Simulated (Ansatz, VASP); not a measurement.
## Al in VASP and in Ansatz

```
CELL_PARAMETERS angstrom
0.00000 1.99804 1.99804
1.99804 0.00000 1.99804
1.99804 1.99804 0.00000
ATOMIC_POSITIONS crystal
Al 0.00000 0.00000 0.00000
```

Alike in both runs: functional r2SCAN; k mesh 30 × 30 × 30; occupations gaussian, width 0.5 eV; no spin polarisation.

Ansatz relaxed the structure, and its values are those at the end. VASP's run is a single point on that final structure, the one shown.

```csv
,VASP,Ansatz
version,VASP 6.6.1,Ansatz 0.2.0
potentials or method,"VASP PAW PBE potentials, release 64 (Al)","scalar-relativistic, plane waves, PAW"
plane-wave cutoff (eV),520,500
valence electrons in the cell,3,3
```

Ansatz gave:

| Property | Result |
| --- | --- |
| pressure (GPa) | 0.0 |

Problem. What did VASP give for the same quantities?

Solution. Pressure (GPa): -0.3.

VASP's potentials were made for PBE, not for r2SCAN.
